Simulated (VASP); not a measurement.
A run of VASP 6.6.1 is set up as follows.

INCAR

```
SYSTEM = InP
PREC = Accurate ; ENCUT = 520
EDIFF = 1E-6 ; ISMEAR = 0
SIGMA = 0.01 ; LREAL = .False.
LASPH = .True. ; NELM = 80
ALGO = Normal ; ISIF = 2
LWAVE = .False. ; LCHARG = .False.
GGA = CA ; NBANDS = 16
```

The input KPOINTS:

```
regular mesh
0
Gamma
  4 4 4
  0 0 0
```

The input POSCAR:

```
InP
1.0
    0.0000000000      2.9537876420      2.9537876420
    2.9537876420      0.0000000000      2.9537876420
    2.9537876420      2.9537876420      0.0000000000
In P
1 1
Direct
    0.0000000000      0.0000000000      0.0000000000
    0.2500000000      0.2500000000      0.2500000000
```

Potentials or basis: VASP PAW LDA potentials, release 64 (In_d, P).

Command:

```sh
$ cat potpaw_LDA.64/In_d/POTCAR potpaw_LDA.64/P/POTCAR > POTCAR
$ mpirun -np 1 vasp_std > vasp.out
```

**Question.** Predict the pressure.

**Answer.** -2.5 GPa.

**Question.** Predict the band gap on the k mesh.

**Answer.** 0.36 eV.

Caveat: the k points lie up to 0.46 Å⁻¹ apart; spin-orbit coupling is left out, which moves the levels of the heavy elements.
